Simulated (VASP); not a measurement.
Wanted: the native input for a VASP 6.6.1 run.

* Task: single point
* Functional: PBE
* Potentials or basis: VASP PAW PBE potentials, release 64 (Pb_d, Se)
* Cutoff: 520 eV
* k mesh: 4 × 2 × 2
* Occupations: gaussian, width 0.1 eV
* Spin: no spin polarisation
* Dipole correction: no
* Further INCAR settings: ALGO = Normal; EDIFF = 1e-06; NBANDS = 50

The structure of PbSe lies in POSCAR:

```
PbSe
1.0
    2.1963483208      1.2871981058      3.5908782234
   -6.5906660526      1.2988599869      3.5876744934
   -2.1865439726     -6.4348444041      3.5835924237
Pb Se
4 4
Direct
    0.0067889066      0.0083425158     -0.0145193328
    0.5070224297      0.0081768082      0.4857632901
    0.5068027832      0.5081984913     -0.0140470973
    0.0065157673      0.5082878264      0.4856422255
    0.9933894920      0.2423459163      0.2642393917
    0.4932170075      0.2411914211      0.7642760721
    0.4930586337      0.7412273771      0.2642692709
    0.9932049800      0.7422296439      0.7643761800
```

The input as run:

INCAR

```
PREC = Accurate
ENCUT = 520
EDIFF = 1E-6
ISMEAR = 0
SIGMA = 0.1
LREAL = F
LASPH = T
NELM = 80
ALGO = Normal
ISIF = 2
LWAVE = F
LCHARG = T
GGA = PE
LELF = T
LVHAR = T
NBANDS = 50
```

KPOINTS

```
Automatic mesh
0
Gamma
  4 2 2
```

Potentials or basis: VASP PAW PBE potentials, release 64 (Pb_d, Se).

Command:

```sh
$ cat potpaw_PBE.64/Pb_d/POTCAR potpaw_PBE.64/Se/POTCAR > POTCAR
$ mpirun -np 1 vasp_std > vasp.out
```

It gave:

- Pressure: 0.0 GPa
- Largest force: 0.022 eV/Å
- Band gap on the k mesh: 0.56 eV

Caveat: the k points lie up to 0.44 Å⁻¹ apart; spin-orbit coupling is left out, which moves the levels of the heavy elements.

It took 100 s on 1 thread of Intel(R) Xeon(R) Platinum 8488C (Sapphire Rapids), on a shared host, peak memory 0.38 GiB.
